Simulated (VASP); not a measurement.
**MgO: single point with PBE**

**Measured values to compare with.**

From “Electronic structure of alkaline earth and post-transition metal oxides”, 2009, arxiv:0908.1581, for a bulk crystal of MgO: band gap 7.83 eV.

MgO:

```xyz
2
Lattice="0.0000 2.1240 2.1240 2.1240 0.0000 2.1240 2.1240 2.1240 0.0000" Properties=species:S:1:pos:R:3 pbc="T T T"
Mg    0.0000    0.0000    0.0000
O     2.1240    2.1240    2.1240
```

```yaml
Program: VASP 6.6.1
Task: single point
Functional: PBE
Potentials_or_basis: VASP PAW PBE potentials, release 64 (Mg, O)
Cutoff: 600 eV
k_mesh: 10 × 10 × 10
Occupations: gaussian, width 0.02 eV
Spin: no spin polarisation
Dipole_correction: no
Further_INCAR_settings: ALGO = Normal; EDIFF = 1e-06; NBANDS = 11
```

```json
{"Pressure": "-0.4 GPa", "Band gap on the k mesh": "4.48 eV"}
```

Levels at points of the mesh, in eV from the valence-band top:
```csv
k point,band 1,band 2,band 3,band 4,band 5,band 6,band 7,band 8
"(0.00, 0.00, 0.00)",-17.13,0.00,0.00,0.00,4.48,15.66,15.66,15.66
"(0.50, 0.00, 0.00)",-15.91,-4.51,-0.63,-0.63,7.74,12.32,16.05,16.05
"(0.50, 0.50, 0.00)",-15.66,-3.98,-1.31,-1.31,9.09,9.70,12.83,18.59
```

Wall time 17 s on 1 thread of AMD EPYC 7R43 64-Core Processor (Zen 3) (shared host), peak memory 0.11 GiB.

Against the measured gap of MgO, 7.83 eV (quoted in “Electronic structure of alkaline earth and post-transition metal oxides”, 2009, arxiv:0908.1581), the calculated 4.48 eV is off by -3.35 eV. The value is that of PBE, without temperature or zero-point motion. Semilocal functionals fall short of measured gaps as a rule.
